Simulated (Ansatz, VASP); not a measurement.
**TiW in VASP and in Ansatz**

INCAR

```
SYSTEM = TiW
PREC     = Accurate       ! precision mode
ENCUT    = 520            ! plane-wave cutoff, eV
EDIFF    = 1E-6           ! SCF threshold, eV
ISMEAR   = -1             ! smearing method
SIGMA    = 0.1            ! smearing width, eV
LREAL    = .FALSE.        ! projectors in reciprocal space
LASPH    = .TRUE.         ! aspherical terms in the spheres
NELM     = 60             ! most SCF steps
ALGO     = Normal         ! electronic algorithm
ISIF     = 2              ! what is computed and relaxed
LWAVE    = .FALSE.        ! write WAVECAR
LCHARG   = .TRUE.         ! write CHGCAR
LELF     = .TRUE.         ! ELF
LVHAR    = .TRUE.       
NBANDS   = 20             ! bands
```

The input KPOINTS:

```
regular mesh
0
G
  11 11 7
  0 0 0
```

POSCAR

```
TiW
1.0
    1.5611957690     -2.2086042283      0.0000000000
    1.5611957690      2.2086042283      0.0000000000
    0.0000000000      0.0000000000      4.3769082841
Ti W
1 1
Direct
    0.0000000000      0.0000000000      0.0000000000
    0.5000000000      0.5000000000      0.5000000000
```

Input for Ansatz:

```yaml
crystal:
  lattice:
    - [1.5611957690432519, -2.2086042282933667, 0.0]
    - [1.5611957690432519, 2.2086042282933667, 0.0]
    - [0.0, 0.0, 4.376908284074174]
  atoms:
    - { symbol: Ti, position: [0.0, 0.0, 0.0] }
    - { symbol: W, position: [0.5, 0.5, 0.5] }
basis:
  ecutwfc: 462.593566181796
kpoints:
  mp_grid:
    grid: [11, 11, 7]
hamiltonian:
  xc: lda
  pseudopotentials:
    kind: paw
scf:
  occupations:
    method: fermi_dirac
    width: 0.1
output:
  stress: true
```

Alike in both runs: task single point; functional LDA; k mesh 11 × 11 × 7; occupations fermi-dirac, width 0.1 eV; no spin polarisation.

```csv
,VASP,Ansatz
version,VASP 6.6.1,Ansatz 0.2.0
potentials or method,"VASP PAW LDA potentials, release 64 (Ti_sv, W_sv), cutoff 520 eV","plane waves, PAW"
valence electrons in the cell,26,26
```

Ansatz gave:

```
pressure (GPa)                                                : 2.3
traceless stress, the component that is largest in VASP (GPa) : 1.26
```

Q: What did VASP give for the same quantities?

A: Pressure (GPa): 3.1; traceless stress, the component that is largest in VASP (GPa): 1.38.

LDA's correlation is that of Perdew and Zunger in VASP and of Perdew and Wang (1992) in Ansatz.

Spin-orbit coupling is off throughout.
